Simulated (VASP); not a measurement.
# Co (Fm-3m) in VASP: further runs

Runs on Co. Level: PBE. Tasks: single point.

All numbers are computed with VASP 6.6.1; they aren't measurements. Logs are shortened: lines on timing, memory, paths and dates and some standing lists are left out, and cuts for length are marked.

### 1 The cell of the first run

It takes space group Fm-3m (No. 225, cubic). The conventional cell has a = 3.591 Å, b = 3.591 Å, c = 3.591 Å, α = 90.00°, β = 90.00°, γ = 90.00°. Within 3.4 Å of Co (site symmetry m-3m) lie 12 Co at 2.54 Å.

This isn't the form of Co at room conditions, which is hcp.

### 2 Single point, PBE, collinear spin, ferromagnetic start

INCAR

```
  ALGO = Normal
  EDIFF = 1E-6
  ENCUT = 520
  GGA = PE
  ISIF = 2
  ISMEAR = -1
  ISPIN = 2
  LASPH = T
  LCHARG = F
  LMAXMIX = 4
  LORBIT = 11
  LREAL = F
  LWAVE = F
  MAGMOM = 2
  NBANDS = 14
  NELM = 150
  PREC = Accurate
  SIGMA = 0.08
```

KPOINTS

```
k-points
0
Gamma
  16 16 16
```

POSCAR

```
Co
1.0
    0.0000000000      1.7957000000      1.7957000000
    1.7957000000      0.0000000000      1.7957000000
    1.7957000000      1.7957000000      0.0000000000
Co
1
Direct
    0.0000000000      0.0000000000      0.0000000000
```

Potentials or basis: VASP PAW PBE potentials, release 64 (Co).

On the command line:

```console
> cat potpaw_PBE.64/Co/POTCAR > POTCAR
> mpirun -np 1 vasp_std > vasp.out
```

OUTCAR:

```text
EDIFF = 1E-6
   ENCUT = 520
   GGA = PE
   ISIF = 2
   ISMEAR = -1
   ISPIN = 2
   LASPH = T
   LORBIT = 11
   LREAL = F
   NELM = 150
   PREC = Accurate

 ion  position               nearest neighbor table
   1  0.000  0.000  0.000-

  LATTYP: Found a face centered cubic cell.
 ALAT       =     3.5914000000

  Lattice vectors:

 A1 = (   0.0000000000,   1.7957000000,   1.7957000000)
 A2 = (   1.7957000000,   0.0000000000,   1.7957000000)
 A3 = (   1.7957000000,   1.7957000000,   0.0000000000)

Analysis of symmetry for initial positions (statically):
=====================================================================
 Subroutine PRICEL returns:
 Original cell was already a primitive cell.

 Routine SETGRP: Setting up the symmetry group for a
 face centered cubic supercell.

 Subroutine GETGRP returns: Found 48 space group operations
 (whereof 48 operations were pure point group operations)
 out of a pool of 48 trial point group operations.

The static configuration has the point symmetry O_h .

Analysis of symmetry for dynamics (positions and initial velocities):
=====================================================================
 Subroutine PRICEL returns:
 Original cell was already a primitive cell.

 Routine SETGRP: Setting up the symmetry group for a
 face centered cubic supercell.

 Subroutine GETGRP returns: Found 48 space group operations
 (whereof 48 operations were pure point group operations)
 out of a pool of 48 trial point group operations.

The dynamic configuration has the point symmetry O_h .

Analysis of structural, dynamic, and magnetic symmetry:
=====================================================================
 Subroutine PRICEL returns:
 Original cell was already a primitive cell.

 Routine SETGRP: Setting up the symmetry group for a
 face centered cubic supercell.

 Subroutine GETGRP returns: Found 48 space group operations
 (whereof 48 operations were pure point group operations)
 out of a pool of 48 trial point group operations.

The overall configuration has the point symmetry O_h .

 Subroutine INISYM returns: Found 48 space group operations
 (whereof 48 operations are pure point group operations),
 and found     1 'primitive' translations

----------------------------------------------------------------------------------------

                                     Primitive cell

  volume of cell :      11.5806

  direct lattice vectors                    reciprocal lattice vectors
     0.000000000  1.795700000  1.795700000    -0.278442947  0.278442947  0.278442947
     1.795700000  0.000000000  1.795700000     0.278442947 -0.278442947  0.278442947
     1.795700000  1.795700000  0.000000000     0.278442947  0.278442947 -0.278442947

  length of vectors
     2.539503294  2.539503294  2.539503294     0.482277331  0.482277331  0.482277331

  position of ions in fractional coordinates (direct lattice)
     0.000000000  0.000000000  0.000000000

  ion indices of the primitive-cell ions
   primitive index   ion index
                 1           1

----------------------------------------------------------------------------------------

 KPOINTS: k-points

Automatic generation of k-mesh.
 Grid dimensions read from file:
 generate k-points for:   16   16   16

 Generating k-lattice:

  Cartesian coordinates                     Fractional coordinates (reciprocal lattice)
    -0.017402684  0.017402684  0.017402684     0.062500000  0.000000000  0.000000000
     0.017402684 -0.017402684  0.017402684     0.000000000  0.062500000  0.000000000
     0.017402684  0.017402684 -0.017402684     0.000000000  0.000000000  0.062500000

  Length of vectors
     0.030142333  0.030142333  0.030142333

  Shift w.r.t. Gamma in fractional coordinates (k-lattice)
     0.000000000  0.000000000  0.000000000

 Subroutine IBZKPT returns following result:
 ===========================================

 Found    145 irreducible k-points:

 Following reciprocal coordinates:
            Coordinates               Weight
  0.000000  0.000000  0.000000      1.000000
  0.062500  0.000000  0.000000      8.000000
  0.125000  0.000000  0.000000      8.000000
  0.187500  0.000000  0.000000      8.000000
  0.250000  0.000000  0.000000      8.000000
  0.312500  0.000000  0.000000      8.000000
[... 16 lines left out ...]
 -0.125000  0.062500  0.000000     24.000000
 -0.062500  0.062500  0.000000     12.000000
 [... further k-points ...]
   k-points           NKPTS =    145   k-points in BZ     NKDIM =    145   number of bands    NBANDS=     14
   number of dos      NEDOS =    301   number of ions     NIONS =      1
   total plane-waves  NPLWV =   8000
   dimension x,y,z NGX =    20 NGY =   20 NGZ =   20
   dimension x,y,z NGXF=    40 NGYF=   40 NGZF=   40
   ions per type =               1
   NGX,Y,Z   is equivalent  to a cutoff of  13.09, 13.09, 13.09 a.u.
   NGXF,Y,Z  is equivalent  to a cutoff of  26.19, 26.19, 26.19 a.u.
 SYSTEM =  unknown system
   PREC   = accura    normal or accurate (medium, high low for compatibility)
   ISTART =      0    job   : 0-new  1-cont  2-samecut
   ICHARG =      2    charge: 1-file 2-atom 10-const
   ISPIN  =      2    spin polarized calculation?
   LNONCOLLINEAR =      F non collinear calculations
   LSORBIT =      F    spin-orbit coupling
   LASPH  =      T    aspherical Exc in radial PAW
   ENCUT  =  520.0 eV  38.22 Ry    6.18 a.u.   4.72  4.72  4.72*2*pi/ulx,y,z
   NELM   =    150;   NELMIN=  2; NELMDL= -5     # of ELM steps
   EDIFF  = 0.1E-05   stopping-criterion for ELM
   LREAL  =      F    real-space projection
   EDIFFG = 0.1E-04   stopping-criterion for IOM
   NSW    =      0    number of steps for IOM
   IBRION =     -1    ionic relax: 0-MD 1-quasi-New 2-CG
   NFREE  =      0    steps in history (QN), initial steepest desc. (CG)
   ISIF   =      2    stress and relaxation
   ISYM   =      2    0-nonsym 1-usesym 2-fastsym
   POTIM  = 0.5000    time-step for ionic-motion
   TEBEG  =    0.0;   TEEND  =   0.0 temperature during run
   PSTRESS=    0.0 pullay stress
   NELECT =       9.0000    total number of electrons
   NUPDOWN=      -1.0000    fix difference up-down
   EMIN   =  10.00;   EMAX   =-10.00  energy-range for DOS
   EFERMI =   0.00;   METHOD = LEGACY
   ISMEAR =    -1;   SIGMA  =   0.08  broadening in eV -4-tet -1-fermi 0-gaus
   EFERMI_NEDOS =   21; number of points for ismear=-14 and -15
   IALGO  =     38    algorithm
   IMIX   =      4    mixing-type and parameters
     AMIX     =   0.40;   BMIX     =  1.00
     AMIX_MAG =   1.60;   BMIX_MAG =  1.00
  volume/ion in A,a.u.               =      11.58        78.15
  Fermi-wavevector in a.u.,A,eV,Ry     =   1.505146  2.844313 30.823505  2.265464
  Thomas-Fermi vector in A             =   2.616033
   LORBIT       =     11    0 simple, 1 ext, 2 COOP (PROOUT), +10 PAW based schemes
   GGA     = PE    functional components
   LHFCALC =     F    Hartree Fock is set to
   AEXX    =    0.0000 exact exchange contribution
   IVDW    =     0    specifies the selected vdW correction
   LEPSILON=     F    determine dielectric tensor
   LRPA    =     F    only Hartree local field effects (RPA)
 spin polarized calculation
  energy-cutoff  :      520.00
  volume of cell :       11.58
 maximum number of plane-waves:       331
   NGX =  9   NGY =  9   NGZ =  9

 number of electron       9.0000006 magnetization       1.6903993

 Free energy of the ion-electron system (eV)
  ---------------------------------------------------
  ext. energy  EPLUGINS =         0.00000000
  ---------------------------------------------------
  free energy    TOTEN  =        -7.00523463 eV

  energy without entropy =       -6.97829743  energy(sigma->0) =       -6.99176603

 E-fermi :   9.4739     XC(G=0): -13.0260

 val. band max:        9.4623243258   @ k =  -0.1250   0.1250   0.0000
 cond. band min:       9.4841737122   @ k =  -0.1875   0.1875   0.0625
 fundamental gap:      0.0218493864
 Fermi energy:         9.4739202891

 spin component 1

 k-point     1 :       0.0000    0.0000    0.0000
  band No.  band energies     occupation
      1       0.8219      1.00000
      2       6.8225      1.00000
      3       6.8225      1.00000
      4       6.8225      1.00000
      5       7.7280      1.00000
      6       7.7280      1.00000
      7      31.9490      0.00000
      8      35.7916      0.00000
      9      35.7916      0.00000
     10      35.7916      0.00000
     11      38.7361      0.00000
     12      38.7361      0.00000
     13      38.7361      0.00000
     14      41.5051      0.00000
[... 375 lines left out ...]
 k-point    24 :      -0.0625    0.0625    0.0000
  band No.  band energies     occupation
      1       1.2133      1.00000
      2       6.7130      1.00000
      3       6.9058      1.00000
      4       6.9221      1.00000
      5       7.6453      1.00000
      6       7.7468      1.00000
      7      30.7999      0.00000
      8      32.4569      0.00000
      9      34.5890      0.00000
     10      36.3411      0.00000
     11      38.8853      0.00000
     12      38.9065      0.00000
     13      41.6455      0.00000
     14      43.9699      0.00000

 [... further k-points ...]

 spin component 2

 k-point     1 :       0.0000    0.0000    0.0000
  band No.  band energies     occupation
      1       0.8302      1.00000
      2       8.4356      1.00000
      3       8.4356      1.00000
      4       8.4356      1.00000
      5       9.7909      0.01866
      6       9.7909      0.01866
      7      31.6021      0.00000
      8      35.9662      0.00000
      9      35.9662      0.00000
     10      35.9662      0.00000
     11      39.0233      0.00000
     12      39.0233      0.00000
     13      39.0233      0.00000
     14      41.1067      0.00000
[... 375 lines left out ...]
 k-point    24 :      -0.0625    0.0625    0.0000
  band No.  band energies     occupation
      1       1.2232      1.00000
      2       8.2953      1.00000
      3       8.5288      0.99999
      4       8.5449      0.99999
      5       9.6905      0.06254
      6       9.8047      0.01576
      7      30.7222      0.00000
      8      32.6351      0.00000
      9      34.6963      0.00000
     10      36.5173      0.00000
     11      38.9019      0.00000
     12      39.1611      0.00000
     13      41.7134      0.00000
     14      44.2413      0.00000

 [... further k-points ...]

------------------------ aborting loop because EDIFF is reached ----------------------------------------

  FORCE on cell =-STRESS in cart. coord.  units (eV):
  Direction    XX          YY          ZZ          XY          YZ          ZX
  --------------------------------------------------------------------------------------
  -------------------------------------------------------------------------------------
  Total       -0.7913966     -0.7913966     -0.7913966      0.0000000      0.0000000      0.0000000
  in kB     -109.4897417   -109.4897417   -109.4897417      0.0000000      0.0000000      0.0000000
  external PRESSURE =    -109.4897417 kB  Pullay stress =       0.0000000 kB

 VOLUME and BASIS-vectors are now :
 -----------------------------------------------------------------------------
  energy-cutoff  :      520.00
  volume of cell :       11.58
      direct lattice vectors                 reciprocal lattice vectors
     0.000000000  1.795700000  1.795700000    -0.278442947  0.278442947  0.278442947
     1.795700000  0.000000000  1.795700000     0.278442947 -0.278442947  0.278442947
     1.795700000  1.795700000  0.000000000     0.278442947  0.278442947 -0.278442947

 POSITION                                       TOTAL-FORCE (eV/Angst)
 -----------------------------------------------------------------------------------
      0.00000      0.00000      0.00000         0.000000      0.000000      0.000000
 -----------------------------------------------------------------------------------
    total drift:                                0.000000     -0.000000      0.000000

  FREE ENERGIE OF THE ION-ELECTRON SYSTEM (eV)
  ---------------------------------------------------
  free  energy   TOTEN  =        -7.0052346260 eV

  energy  without entropy=       -6.9782974333  energy(sigma->0) =       -6.99176603

 total charge

# of ion       s       p       d       tot
------------------------------------------
    1        0.465   0.470   7.217   8.152

 magnetization (x)

# of ion       s       p       d       tot
------------------------------------------
    1       -0.011  -0.047   1.778   1.719
```

Run time: 49 s. Hardware: 1 thread of Intel Xeon Platinum 8259CL at 2.50GHz (Skylake/Cascade Lake), shared host; peak memory 0.16 GiB.

What came out:

| Item | Value |
| --- | --- |
| Free energy | -7.0052 eV |
| Pressure | -10.9 GPa |
| Net moment | 1.69 μB per cell |
| Site moments | Co +1.72 μB |
| Valence electrons inside the program's atomic spheres | Co 8.15 |

Levels at points of the mesh, in eV from the Fermi level:
Spin up:
```
           k point  band 1  band 2  band 3  band 4  band 5  band 6  band 7  band 8  band 9  band 10
(0.00, 0.00, 0.00)   -8.65   -2.65   -2.65   -2.65   -1.75   -1.75   22.48   26.32   26.32    26.32
(0.50, 0.00, 0.00)   -4.94   -2.79   -2.79   -0.92   -0.92   -0.26    5.55   21.06   23.71    23.71
(0.50, 0.50, 0.00)   -5.00   -4.40   -1.04   -0.67   -0.67    2.39    8.89   14.22   14.22    19.04
```
Spin down:
```
           k point  band 1  band 2  band 3  band 4  band 5  band 6  band 7  band 8
(0.00, 0.00, 0.00)   -8.64   -1.04   -1.04   -1.04    0.32    0.32   22.13   26.49
(0.50, 0.00, 0.00)   -4.01   -1.03   -1.03   -0.32    1.05    1.05    6.57   20.74
(0.50, 0.50, 0.00)   -3.75   -3.10    1.12    1.19    1.19    2.38    9.81   14.38
```

Caveat: the cell stands under tension.

[end of part 1 of 2]
